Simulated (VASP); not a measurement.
BaTiO3:

```
Ba Ti O
1.0
     4.00600    0.00000    0.00000
     0.00000    4.00600    0.00000
     0.00000    0.00000    4.00600
Ba Ti O
1 1 3
Direct
  0.50000 0.50000 0.50000
  0.00000 0.00000 0.00000
  0.50000 0.00000 0.00000
  0.00000 0.50000 0.00000
  0.00000 0.00000 0.50000
```

Base run:

| Item | Value |
| --- | --- |
| Program | VASP 6.6.1 |
| Functional | PBEsol |
| Potentials or basis | VASP PAW PBE potentials, release 64 (Ba_sv, Ti_sv, O) |
| Cutoff | 520 eV |
| k mesh | 8 × 8 × 8 |
| Occupations | fermi-dirac, width 0.02 eV |
| Spin | no spin polarisation |

Its results: band gap on the k mesh 1.69 eV, indirect (least direct gap 1.84 eV); pressure -2.8 GPa.

Problem. The run is repeated on the same cell with these changes: functional from PBEsol to r2SCAN. What comes out?

Solution. Band gap on the k mesh 2.13 eV, indirect (least direct gap 2.29 eV); pressure 0.3 GPa.

r2SCAN gives the wider gap, since meta-GGAs in the generalised Kohn-Sham scheme recover part of the derivative discontinuity.

Caveats: the PAW data sets were made with another functional, which shifts forces and pressure a little; spin-orbit coupling is left out, which moves the levels of the heavy elements.

A k mesh can miss the band edges.
